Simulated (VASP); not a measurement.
A run of VASP 6.6.1 is set up as follows.

File INCAR:

```
ALGO     = Normal         # electronic algorithm
EDIFF    = 1E-6           # SCF threshold, eV
ENCUT    = 520            # plane-wave cutoff, eV
ISIF     = 2              # what is computed and relaxed
ISMEAR   = 0              # smearing method
LASPH    = True           # aspherical terms in the spheres
LCHARG   = False          # write CHGCAR
LREAL    = False          # projectors in reciprocal space
LWAVE    = False          # write WAVECAR
NBANDS   = 18             # bands
NELM     = 100            # most SCF steps
PREC     = Accurate       # precision mode
SIGMA    = 0.05           # smearing width, eV
```

File KPOINTS:

```
k-points
0
Gamma
  8 8 8
```

File POSCAR:

```
HfO2
1.0
    0.0000000000      2.5008001766      2.5008001766
    2.5008001766      0.0000000000      2.5008001766
    2.5008001766      2.5008001766      0.0000000000
Hf O
1 2
Direct
    0.0000000000      0.0000000000      0.0021147393
    0.2500000000      0.2500000000      0.2382037756
    0.7500000000      0.7500000000      0.7382037756
```

Potentials or basis: VASP PAW LDA potentials, release 64 (Hf_pv, O).

Launch:

```sh
$ cat potpaw_LDA.64/Hf_pv/POTCAR potpaw_LDA.64/O/POTCAR > POTCAR
$ mpirun -np 1 vasp_std > vasp.out
```

Question: Predict the pressure.

Answer: -3.0 GPa.

Question: Predict the largest force.

Answer: 0.307 eV/Å.

Question: Estimate the band gap on the k mesh.

Answer: 3.70 eV.

Forces in eV/Å, atoms in the order of the input:
```
Hf  -0.217 -0.217  0.000
O    0.109  0.109  0.032
O    0.109  0.109 -0.032
```

Caveat: the cell differs from its parent crystal (atoms displaced along several vibrational modes); the cell stands under tension; spin-orbit coupling is left out, which moves the levels of the heavy elements. A k mesh can miss the band edges.
